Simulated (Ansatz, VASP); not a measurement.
Au in VASP and in Ansatz

```
CELL_PARAMETERS angstrom
2.70245 0.00000 0.00000
0.00000 2.70245 0.00000
0.00000 0.00000 2.70245
ATOMIC_POSITIONS crystal
Au 0.00000 0.00000 0.00000
```

Alike in both runs: task single point; functional LDA; k mesh 13 × 13 × 13; occupations fermi-dirac, width 0.1 eV; no spin polarisation.

```csv
,VASP,Ansatz
version,VASP 6.6.1,Ansatz 0.2.0
potentials or method,"VASP PAW LDA potentials, release 64 (Au), cutoff 520 eV","plane waves (420 eV) with PAW, scalar-relativistic"
valence electrons in the cell,11,19
```

```tsv
	VASP	Ansatz	Ansatz less VASP
pressure (GPa)	-4.7	-5.1	-0.43
```

Ansatz warns that its potentials were made for another functional, while VASP's fit it. LDA's correlation is that of Perdew and Zunger in VASP and of Perdew and Wang (1992) in Ansatz. VASP's potentials hold 11 valence electrons a cell and Ansatz's 19, so a difference there can come from the potentials and not from the codes.

Neither program's run includes spin-orbit coupling.
